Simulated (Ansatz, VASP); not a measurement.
**In: VASP beside Ansatz**

```
CELL_PARAMETERS angstrom
4.59026 0.00000 0.00000
0.00000 4.59026 0.00000
0.00000 0.00000 4.59026
ATOMIC_POSITIONS crystal
In 0.50000 0.00000 0.00000
In 0.00000 0.50000 0.00000
In 0.00000 0.00000 0.50000
```

Alike in both runs: task single point; functional PBE; k mesh 10 × 10 × 10; occupations gaussian, width 0.1 eV; no spin polarisation.

|  | VASP | Ansatz |
| --- | --- | --- |
| version | VASP 6.6.1 | Ansatz 0.2.0 |
| potentials or method | VASP PAW PBE potentials, release 64 (In_d), cutoff 520 eV | scalar-relativistic, plane waves, PAW |
| valence electrons in the cell | 39 | 39 |

```tsv
	VASP	Ansatz	Ansatz less VASP
gap on the k mesh at the Fermi level (eV)	none	none	-
pressure (GPa)	-1.4	-1.5	-0.08
```

A gap of «none» marks a metal or a gap that the smearing closes. The functional is the same, so the differences come from potentials, cutoffs and numerics.
